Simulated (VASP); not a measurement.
# ZnS (F-43m) in VASP: notebook

The runs below take ZnS through vibrations by perturbation theory, with PBEsol.

Program: VASP 6.6.1. These are calculated values, not measurements. Logs are shortened: lines on timing, memory, paths and dates and some standing lists are left out, and cuts for length are marked.

### Step 1. The cell of the first run

The structure is cubic, space group F-43m (No. 216). Conventional cell: a = 5.114 Å, b = 5.114 Å, c = 5.114 Å, α = 90.00°, β = 90.00°, γ = 90.00°. Zn (site symmetry -43m) has 4 S at 2.21 Å within 2.9 Å. S (site symmetry -43m) has 4 Zn at 2.21 Å within 2.9 Å.

### Step 2. Vibrations by perturbation theory, PBEsol

Input file INCAR:

```
SYSTEM = ZnS
PREC = Accurate
ENCUT = 500
EDIFF = 1E-8
ISMEAR = 0
SIGMA = 0.01
LREAL = .FALSE.
LASPH = .TRUE.
NELM = 120
ALGO = Normal
ISIF = 2
LWAVE = .FALSE.
LCHARG = .FALSE.
GGA = PS
IBRION = 8
NSW = 1
GGA_COMPAT = .FALSE.
```

Input file KPOINTS:

```
Automatic mesh
0
G
  8 8 8
  0 0 0
```

Input file POSCAR:

```
ZnS
1.0
    2.5568124068      2.5568124068      0.0000000000
   -2.5568124068      2.5568124068      0.0000000000
    0.0000000000      2.5568124068      2.5568124068
Zn S
1 1
Direct
    0.7500000000      0.2500000000      0.5000000000
    0.0000000000      0.0000000000      0.0000000000
```

Potentials or basis: VASP PAW PBE potentials, release 64 (Zn, S).

Run with:

```console
> cat potpaw_PBE.64/Zn/POTCAR potpaw_PBE.64/S/POTCAR > POTCAR
> mpirun -np 1 vasp_std > vasp.out
```

OUTCAR:

```text
SYSTEM = ZnS
   PREC = Accurate
   ENCUT = 500
   EDIFF = 1E-8
   ISMEAR = 0
   LREAL = .FALSE.
   LASPH = .TRUE.
   NELM = 120
   ISIF = 2
   GGA = PS
   IBRION = 8
   NSW = 1

 ion  position               nearest neighbor table
   1  0.750  0.250  0.500-   2 2.21   2 2.21   2 2.21   2 2.21
   2  0.000  0.000  0.000-   1 2.21   1 2.21   1 2.21   1 2.21

  LATTYP: Found a face centered cubic cell.
 ALAT       =     5.1136248136

  Lattice vectors:

 A1 = (   0.0000000000,   2.5568124068,   2.5568124068)
 A2 = (   2.5568124068,   0.0000000000,   2.5568124068)
 A3 = (   2.5568124068,   2.5568124068,   0.0000000000)

Analysis of symmetry for initial positions (statically):
=====================================================================
 Subroutine PRICEL returns:
 Original cell was already a primitive cell.

 Routine SETGRP: Setting up the symmetry group for a
 face centered cubic supercell.

 Subroutine GETGRP returns: Found 24 space group operations
 (whereof 24 operations were pure point group operations)
 out of a pool of 48 trial point group operations.

The static configuration has the point symmetry T_d .

Analysis of symmetry for dynamics (positions and initial velocities):
=====================================================================
 Subroutine PRICEL returns:
 Original cell was already a primitive cell.

 Routine SETGRP: Setting up the symmetry group for a
 face centered cubic supercell.

 Subroutine GETGRP returns: Found 24 space group operations
 (whereof 24 operations were pure point group operations)
 out of a pool of 48 trial point group operations.

The dynamic configuration has the point symmetry T_d .

 Subroutine INISYM returns: Found 24 space group operations
 (whereof 24 operations are pure point group operations),
 and found     1 'primitive' translations

[... 546 lines left out ...]
  external PRESSURE =     152.7002000 kB  Pullay stress =       0.0000000 kB

 VOLUME and BASIS-vectors are now :
 -----------------------------------------------------------------------------
  energy-cutoff  :      500.00
  volume of cell :       33.43
      direct lattice vectors                 reciprocal lattice vectors
     2.556812407  2.556812407  0.000000000     0.195555997  0.195555997 -0.195555997
    -2.556812407  2.556812407  0.000000000    -0.195555997  0.195555997 -0.195555997
     0.000000000  2.556812407  2.556812407     0.000000000  0.000000000  0.391111995

 POSITION                                       TOTAL-FORCE (eV/Angst)
 -----------------------------------------------------------------------------------
      1.27841      3.83522      1.27841         0.000000      0.000000      0.000000
      0.00000      0.00000      0.00000        -0.000000     -0.000000      0.000000
 -----------------------------------------------------------------------------------
    total drift:                               -0.000001      0.000000     -0.000000

  FREE ENERGIE OF THE ION-ELECTRON SYSTEM (eV)
  ---------------------------------------------------
  free  energy   TOTEN  =        -7.3738624207 eV

  energy  without entropy=       -7.3738624207  energy(sigma->0) =       -7.37386242

[... ionic steps 2 to 3 ...]

--------------------------------------- Ionic step        4  -------------------------------------------

------------------------ aborting loop because EDIFF is reached ----------------------------------------

[... ionic steps 5 to 6 ...]

--------------------------------------- Ionic step        7  -------------------------------------------

 Free energy of the ion-electron system (eV)
  ---------------------------------------------------
  ---------------------------------------------------
  free energy    TOTEN  =        -0.10456634 eV

  energy without entropy =       -0.10456634

------------------------ aborting loop because EDIFF is reached ----------------------------------------

 INTERNAL STRAIN TENSOR  FOR ION    2  DIRECTION 1   (eV/Angst):
 -----------------------------------------------------------------------------
     0.04269  0.00000 -0.00000
    -0.00000 -0.05503-12.23182
     0.00000-12.23182 -0.05503

 INTERNAL STRAIN TENSOR FOR ION    2 for displacements in x,y,z  (eV/Angst):
          X           Y           Z          XY          YZ          ZX
  --------------------------------------------------------------------------------
  x    -0.00000    -0.00000    -0.00000     0.00000   -12.23182     0.00000
  y    -0.00000     0.00000    -0.00000    -0.00000     0.00000   -12.23182
  z    -0.00000    -0.00000    -0.00000   -12.23182    -0.00000     0.00000

 SECOND DERIVATIVES (NOT SYMMETRIZED)
 ------------------------------------
               1X          1Y          1Z          2X          2Y          2Z
  1X    -9.780603   -0.000000    0.000000    9.780603    0.000000   -0.000000
  1Y     0.000000   -9.780603   -0.000000   -0.000000    9.780603    0.000000
  1Z     0.000000   -0.000000   -9.780603   -0.000000    0.000000    9.780603
  2X     9.785102   -0.000000    0.000000   -9.785102    0.000000   -0.000000
  2Y     0.000000    9.785102   -0.000000   -0.000000   -9.785102    0.000000
  2Z     0.000000   -0.000000    9.785102   -0.000000    0.000000   -9.785102

 Eigenvectors and eigenvalues of the dynamical matrix
 ----------------------------------------------------

   1 f  =   10.542091 THz    66.237913 2PiTHz  351.646315 cm-1    43.598567 meV
             X         Y         Z           dx          dy          dz
      1.278406  3.835219  1.278406    -0.573523   -0.000000   -0.000000
      0.000000  0.000000  0.000000     0.819189    0.000000    0.000000
[... 21 lines left out ...]
   6 f/i=    0.001139 THz     0.007156 2PiTHz    0.037989 cm-1     0.004710 meV
             X         Y         Z           dx          dy          dz
      1.278406  3.835219  1.278406     0.000000    0.000000    0.819189
      0.000000  0.000000  0.000000    -0.000000    0.000000    0.573523

--------------------------------------------------------------------------------------------------------

 ELASTIC MODULI CONTR FROM IONIC RELAXATION (kBar)
 Direction    XX          YY          ZZ          XY          YZ          ZX
 --------------------------------------------------------------------------------
 XX          -0.0000      0.0000     -0.0000     -0.0000     -0.0000     -0.0000
 YY           0.0000     -0.0000      0.0000     -0.0000     -0.0000      0.0000
 ZZ          -0.0000      0.0000     -0.0000     -0.0000     -0.0000     -0.0000
 XY          -0.0000     -0.0000     -0.0000   -732.0054     -0.0000      0.0000
 YZ          -0.0000     -0.0000     -0.0000     -0.0000   -732.0054     -0.0000
 ZX          -0.0000      0.0000     -0.0000      0.0000     -0.0000   -732.0054
 --------------------------------------------------------------------------------
```

stdout:

```text
POSCAR found type information on POSCAR ZnS
 POSCAR found :  2 types and       2 ions
 scaLAPACK will be used
 -----------------------------------------------------------------------------
|                                                                             |
|                                                                             |
|     You enforced a specific xc type in the INCAR file but a different       |
|     I HOPE YOU KNOW WHAT YOU ARE DOING!                                     |
|                                                                             |
 -----------------------------------------------------------------------------

 LDA part: xc-table for (Slater+PW92), standard interpolation
 POSCAR, INCAR and KPOINTS ok, starting setup
 FFT: planning ... GRIDC
 FFT: planning ... GRID_SOFT
 FFT: planning ... GRID
 WAVECAR not read
 entering main loop
 Linear response reoptimize wavefunctions to high precision
 Linear response DOF=           2
 Linear response progress:
 first order change of Fermi-energy  -0.17257E+00
 force on displaced ion       1 direction 1 :  -9.781  -0.000   0.000
 Linear response progress:
 first order change of Fermi-energy   0.17183E+00
 force on displaced ion       2 direction 1 :  -9.785  -0.000  -0.000
 Linear response finished
```

It took 1.7 min on 1 thread of Intel Xeon Platinum 8559C (Emerald Rapids), shared host; peak memory 0.24 GiB.

What came out:

```
Highest phonon frequency at Γ, LO-TO splitting left out : 352 cm⁻¹
```

Phonon frequencies in cm⁻¹ (negative: imaginary):
| q point | frequencies |
| --- | --- |
| (0.000, 0.000, 0.000) | 0 0 0 352 352 352 |

Caveat: the cell wasn't relaxed at this level first, which shifts response properties; the PAW data sets were made with another functional, which shifts forces and pressure a little.

### Step 3. Vibrations by perturbation theory, PBEsol

This run uses another cell than the first one, of 17.37 Å³/atom, 1.039 times its volume.

Input file INCAR:

```
SYSTEM = ZnS
PREC     = Accurate       ! precision mode
ENCUT    = 500            ! plane-wave cutoff, eV
EDIFF    = 1E-8           ! SCF threshold, eV
ISMEAR   = 0              ! smearing method
SIGMA    = 0.01           ! smearing width, eV
LREAL    = .False.        ! projectors in reciprocal space
LASPH    = .True.         ! aspherical terms in the spheres
NELM     = 120            ! most SCF steps
ALGO     = Normal         ! electronic algorithm
ISIF     = 2              ! what is computed and relaxed
LWAVE    = .False.        ! write WAVECAR
LCHARG   = .False.        ! write CHGCAR
GGA      = PS             ! functional
IBRION   = 8              ! ionic algorithm
NSW      = 1              ! ionic steps
GGA_COMPAT= .False.
```

Input file KPOINTS:

```
regular mesh
0
Gamma
  8 8 8
  0 0 0
```

Input file POSCAR:

```
ZnS
1.0
    2.5896986049      2.5896986049      0.0000000000
   -2.5896986049      2.5896986049      0.0000000000
    0.0000000000      2.5896986049      2.5896986049
Zn S
1 1
Direct
    0.7500000000      0.2500000000      0.5000000000
    0.0000000000      0.0000000000      0.0000000000
```

Potentials or basis: VASP PAW PBE potentials, release 64 (Zn, S).

Run with:

```console
> cat potpaw_PBE.64/Zn/POTCAR potpaw_PBE.64/S/POTCAR > POTCAR
> mpirun -np 1 vasp_std > vasp.out
```

OUTCAR:

```text
SYSTEM = ZnS
   PREC = Accurate
   ENCUT = 500
   EDIFF = 1E-8
   ISMEAR = 0
   LREAL = .False.
   LASPH = .True.
   NELM = 120
   ISIF = 2
   GGA = PS
   IBRION = 8
   NSW = 1

 ion  position               nearest neighbor table
   1  0.750  0.250  0.500-   2 2.24   2 2.24   2 2.24   2 2.24
   2  0.000  0.000  0.000-   1 2.24   1 2.24   1 2.24   1 2.24

  LATTYP: Found a face centered cubic cell.
 ALAT       =     5.1793972098

  Lattice vectors:

 A1 = (   0.0000000000,   2.5896986049,   2.5896986049)
 A2 = (   2.5896986049,   0.0000000000,   2.5896986049)
 A3 = (   2.5896986049,   2.5896986049,   0.0000000000)

Analysis of symmetry for initial positions (statically):
=====================================================================
 Subroutine PRICEL returns:
 Original cell was already a primitive cell.

 Routine SETGRP: Setting up the symmetry group for a
 face centered cubic supercell.

 Subroutine GETGRP returns: Found 24 space group operations
 (whereof 24 operations were pure point group operations)
 out of a pool of 48 trial point group operations.

The static configuration has the point symmetry T_d .

Analysis of symmetry for dynamics (positions and initial velocities):
=====================================================================
 Subroutine PRICEL returns:
 Original cell was already a primitive cell.

 Routine SETGRP: Setting up the symmetry group for a
 face centered cubic supercell.

 Subroutine GETGRP returns: Found 24 space group operations
 (whereof 24 operations were pure point group operations)
 out of a pool of 48 trial point group operations.

The dynamic configuration has the point symmetry T_d .

 Subroutine INISYM returns: Found 24 space group operations
 (whereof 24 operations are pure point group operations),
 and found     1 'primitive' translations

----------------------------------------------------------------------------------------

                                     Primitive cell

  volume of cell :      34.7358

  direct lattice vectors                    reciprocal lattice vectors
     2.589698605  2.589698605  0.000000000     0.193072661  0.193072661 -0.193072661
    -2.589698605  2.589698605  0.000000000    -0.193072661  0.193072661 -0.193072661
     0.000000000  2.589698605  2.589698605     0.000000000  0.000000000  0.386145321

  length of vectors
     3.662386890  3.662386890  3.662386890     0.334411658  0.334411658  0.386145321

  position of ions in fractional coordinates (direct lattice)
     0.750000000  0.250000000  0.500000000
     0.000000000  0.000000000  0.000000000

  ion indices of the primitive-cell ions
   primitive index   ion index
                 1           1
                 2           2

[... 134 lines left out ...]
      5      -3.0251      2.00000
      6      -3.0251      2.00000
      7       3.2981      2.00000
      8       3.2981      2.00000
      9       3.2981      2.00000
     10       5.8445      0.00000
     11       9.4790      0.00000
     12       9.4790      0.00000
     13       9.4790      0.00000
[... 354 lines left out ...]
  band No.  band energies     occupation
      1      -9.4382      2.00000
      2      -3.5486      2.00000
      3      -3.4585      2.00000
      4      -3.1498      2.00000
      5      -3.0130      2.00000
      6      -2.6985      2.00000
      7      -2.3811      2.00000
      8       0.4717      2.00000
      9       1.4726      2.00000
     10       8.4248      0.00000
     11       8.9631      0.00000
     12      11.3165      0.00000
     13      12.5352      0.00000

 [... further k-points ...]
[... 5 lines left out ...]
  --------------------------------------------------------------------------------------
  -------------------------------------------------------------------------------------
  Total        2.2176707      2.2176707      2.2176707     -0.0000000      0.0000000      0.0000000
  in kB      102.2892456    102.2892456    102.2892456     -0.0000000      0.0000000      0.0000000
  external PRESSURE =     102.2892456 kB  Pullay stress =       0.0000000 kB

 VOLUME and BASIS-vectors are now :
 -----------------------------------------------------------------------------
  energy-cutoff  :      500.00
  volume of cell :       34.74
      direct lattice vectors                 reciprocal lattice vectors
     2.589698605  2.589698605  0.000000000     0.193072661  0.193072661 -0.193072661
    -2.589698605  2.589698605  0.000000000    -0.193072661  0.193072661 -0.193072661
     0.000000000  2.589698605  2.589698605     0.000000000  0.000000000  0.386145321

 POSITION                                       TOTAL-FORCE (eV/Angst)
 -----------------------------------------------------------------------------------
      1.29485      3.88455      1.29485         0.000000      0.000000      0.000000
      0.00000      0.00000      0.00000        -0.000000     -0.000000      0.000000
 -----------------------------------------------------------------------------------
    total drift:                               -0.000001      0.000000     -0.000000

  FREE ENERGIE OF THE ION-ELECTRON SYSTEM (eV)
  ---------------------------------------------------
  free  energy   TOTEN  =        -7.4775484378 eV

  energy  without entropy=       -7.4775484378  energy(sigma->0) =       -7.47754844

[... ionic steps 2 to 3 ...]

--------------------------------------- Ionic step        4  -------------------------------------------

------------------------ aborting loop because EDIFF is reached ----------------------------------------

[... ionic steps 5 to 6 ...]

--------------------------------------- Ionic step        7  -------------------------------------------

 Free energy of the ion-electron system (eV)
  ---------------------------------------------------
  ---------------------------------------------------
  free energy    TOTEN  =        -0.10463044 eV

  energy without entropy =       -0.10463044

------------------------ aborting loop because EDIFF is reached ----------------------------------------

 INTERNAL STRAIN TENSOR  FOR ION    2  DIRECTION 1   (eV/Angst):
 -----------------------------------------------------------------------------
     0.04216 -0.00000  0.00000
     0.00000 -0.05214-10.28843
     0.00000-10.28843 -0.05214

 INTERNAL STRAIN TENSOR FOR ION    2 for displacements in x,y,z  (eV/Angst):
          X           Y           Z          XY          YZ          ZX
  --------------------------------------------------------------------------------
  x     0.00000    -0.00000    -0.00000     0.00000   -10.28843     0.00000
  y    -0.00000    -0.00000    -0.00000     0.00000     0.00000   -10.28843
  z    -0.00000    -0.00000     0.00000   -10.28843     0.00000     0.00000

 SECOND DERIVATIVES (NOT SYMMETRIZED)
 ------------------------------------
               1X          1Y          1Z          2X          2Y          2Z
  1X    -8.620059   -0.000000    0.000000    8.620059    0.000000   -0.000000
  1Y     0.000000   -8.620059   -0.000000   -0.000000    8.620059    0.000000
  1Z     0.000000   -0.000000   -8.620059   -0.000000    0.000000    8.620059
  2X     8.661744    0.000000    0.000000   -8.661744    0.000000    0.000000
  2Y     0.000000    8.661744    0.000000    0.000000   -8.661744    0.000000
  2Z     0.000000    0.000000    8.661744    0.000000    0.000000   -8.661744

 Eigenvectors and eigenvalues of the dynamical matrix
 ----------------------------------------------------

   1 f  =    9.911418 THz    62.275276 2PiTHz  330.609316 cm-1    40.990313 meV
             X         Y         Z           dx          dy          dz
      1.294849  3.884548  1.294849    -0.223338    0.527340    0.000000
      0.000000  0.000000  0.000000     0.319700   -0.754868    0.000000
[... 21 lines left out ...]
   6 f/i=    0.011224 THz     0.070522 2PiTHz    0.374391 cm-1     0.046419 meV
             X         Y         Z           dx          dy          dz
      1.294849  3.884548  1.294849    -0.005131   -0.123789   -0.810360
      0.000000  0.000000  0.000000    -0.003584   -0.086477   -0.566106

--------------------------------------------------------------------------------------------------------

 ELASTIC MODULI CONTR FROM IONIC RELAXATION (kBar)
 Direction    XX          YY          ZZ          XY          YZ          ZX
 --------------------------------------------------------------------------------
 XX          -0.0000     -0.0000     -0.0000     -0.0000      0.0000     -0.0000
 YY          -0.0000     -0.0000     -0.0000     -0.0000     -0.0000     -0.0000
 ZZ          -0.0000     -0.0000     -0.0000      0.0000     -0.0000     -0.0000
 XY          -0.0000     -0.0000      0.0000   -563.8669     -0.0000     -0.0000
 YZ           0.0000     -0.0000     -0.0000     -0.0000   -563.8669     -0.0000
 ZX          -0.0000     -0.0000     -0.0000     -0.0000     -0.0000   -563.8669
 --------------------------------------------------------------------------------
```

Wall time 1.7 min (1 thread of Intel Xeon Platinum 8559C (Emerald Rapids), shared host); peak memory 0.24 GiB.

Results:

```
Highest phonon frequency at Γ, LO-TO splitting left out : 331 cm⁻¹
```

Phonon frequencies in cm⁻¹ (negative: imaginary):
| q point | frequencies |
| --- | --- |
| (0.000, 0.000, 0.000) | 0 0 0 331 331 331 |

Caveat: the cell wasn't relaxed at this level first, which shifts response properties; the PAW data sets were made with another functional, which shifts forces and pressure a little.

(Continued in part 2 of 2.)
